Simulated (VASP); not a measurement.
The system is TiIn2Au.

```
In Au Ti
1.0
     4.39095    0.00000    0.00000
     2.19548   -5.18500    0.00000
     0.00000    0.00000   -7.06811
In Au Ti
4 2 2
Cartesian
  2.1955 -1.4141 -6.6980
  4.3910 -3.7709 -3.1639
  4.3910 -3.7709 -0.3702
  2.1955 -1.4141 -3.9042
  4.3910 -2.1833 -5.3011
  2.1955 -3.0017 -1.7670
  2.1955 -4.3976 -5.3011
  4.3910 -0.7874 -1.7670
```

Base run:

- Program: VASP 6.6.1
- Functional: PBE
- Potentials or basis: VASP PAW PBE potentials, release 64 (In_d, Au, Ti_sv)
- Cutoff: 520 eV
- k mesh: 5 × 5 × 3
- Occupations: fermi-dirac, width 0.1 eV
- Spin: no spin polarisation

Its results: band gap on the k mesh zero (bands 49 and 50 overlap by 0.52 eV); pressure 6.2 GPa; largest force 1.595 eV/Å.

Q: The run is repeated on the same cell with these changes: functional from PBE to PBEsol. What comes out?

A: Band gap on the k mesh zero (bands 49 and 50 overlap by 0.52 eV); pressure 1.2 GPa; largest force 1.439 eV/Å.

PBEsol binds more tightly than PBE, so the same cell stands under less pressure.

Caveats: spin-orbit coupling is left out, which moves the levels of the heavy elements; the cell stands under pressure (at least some runs); forces of over 1 eV/Å act on the atoms, so gaps and moduli don't describe the material at rest (at least some runs); the PAW data sets were made with another functional, which shifts forces and pressure a little (at least some runs).
